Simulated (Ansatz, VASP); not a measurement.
# One calculation of AlCu, two programs

```
Al Cu
1.0
     2.99751    0.00000    0.00000
     0.00000    2.99751    0.00000
     0.00000    0.00000    2.99751
Al Cu
1 1
Direct
  0.00000 0.00000 0.00000
  0.50000 0.50000 0.50000
```

Alike in both runs: task relaxation of cell and atoms; functional BLYP; dispersion D3(BJ); k mesh 7 × 7 × 7; no spin polarisation.

```csv
,VASP,Ansatz
version,VASP 6.6.1,Ansatz 0.2.0
potentials or method,"VASP PAW PBE potentials, release 64 (Al, Cu_sv_GW), cutoff 700 eV","plane waves, PAW"
occupations,"gaussian, width 0.1 eV",gaussian
valence electrons in the cell,22,22
```

VASP gave:

```
relaxed volume (Å³/atom)                                     : 12.33
relaxed cell length with the largest relative difference (Å) : 2.911
```

Question: Estimate Ansatz's values.

Answer: Relaxed volume (Å³/atom): 12.46; relaxed cell length with the largest relative difference (Å): 2.921.

VASP's potentials were made for PBE, not for BLYP.
